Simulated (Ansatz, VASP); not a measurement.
Zn7O in VASP and in Ansatz

```
Zn O
1.0
     4.53468    0.00000    0.00000
    -2.26734    3.92715    0.00000
     0.00000    0.00000    7.55246
Zn O
7 1
Direct
  0.65851 0.00000 0.20843
  0.00000 0.65851 0.20843
  0.34149 0.34149 0.20843
  0.65851 0.00000 0.79157
  0.00000 0.65851 0.79157
  0.34149 0.34149 0.79157
  0.00000 0.00000 0.50000
  0.00000 0.00000 0.00000
```

Alike in both runs: functional PBE; k mesh 5 × 5 × 3; occupations gaussian, width 0.2 eV; no spin polarisation.

Ansatz relaxed the structure, and its values are those at the end. VASP's run is a single point on that final structure, the one shown.

|  | VASP | Ansatz |
| --- | --- | --- |
| version | VASP 6.6.1 | Ansatz 0.2.0 |
| potentials or method | VASP PAW PBE potentials, release 64 (Zn, O), cutoff 520 eV | scalar-relativistic, plane waves, PAW |
| valence electrons in the cell | 90 | 90 |

|  | VASP | Ansatz | Ansatz less VASP |
| --- | --- | --- | --- |
| gap on the k mesh at the Fermi level (eV) | none | none | - |
| pressure (GPa) | 0.8 | 0.4 | -0.33 |
| rms of the force components (eV/Å) | 0.005 | 0.009 | +0.0041 |

A gap of «none» marks a metal or a gap that the smearing closes. With one functional, cell and mesh, what is left measures potentials, basis and numerics.
